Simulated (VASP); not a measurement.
Here is a VASP 6.6.1 calculation.

Contents of INCAR:

```
SYSTEM = HfHF3
PREC = Accurate
ENCUT = 520
EDIFF = 1E-6
ISMEAR = 0
SIGMA = 0.1
LREAL = .False.
LASPH = .True.
NELM = 80
ALGO = Normal
ISIF = 2
LWAVE = .False.
LCHARG = .False.
GGA = PE
NBANDS = 24
```

The input KPOINTS:

```
Automatic mesh
0
Gamma
  6 6 4
  0 0 0
```

Contents of POSCAR:

```
HfHF3
1.0
    3.4224129208      0.0000000000      0.0000000000
    0.0000000000      3.4224129208      0.0000000000
    0.0000000000      0.0000000000      3.9814629133
Hf H F
1 1 3
Direct
    0.5000000000      0.5000000000      0.5000000000
    0.0000000000      0.0000000000      0.0000000000
    0.0000000000      0.0000000000      0.5000000000
    0.0000000000      0.5000000000      0.0000000000
    0.5000000000      0.0000000000      0.0000000000
```

Potentials or basis: VASP PAW PBE potentials, release 64 (Hf_pv, H, F).

Command:

```console
$ cat potpaw_PBE.64/Hf_pv/POTCAR potpaw_PBE.64/H/POTCAR potpaw_PBE.64/F/POTCAR > POTCAR
$ mpirun -np 1 vasp_std > vasp.out
```

**Question.** Predict the band gap on the k mesh.

**Answer.** Zero (band 16 reaches 7.99 eV, above the bottom of band 17 at 4.34 eV).

**Question.** Predict the pressure.

**Answer.** -1.7 GPa.

Stress tensor (GPa, compression positive):
```
-1.82  0.00  0.00
 0.00 -1.82  0.00
 0.00  0.00 -1.51
```

Caveat: the k points lie up to 0.39 Å⁻¹ apart; spin-orbit coupling is left out, which moves the levels of the heavy elements.
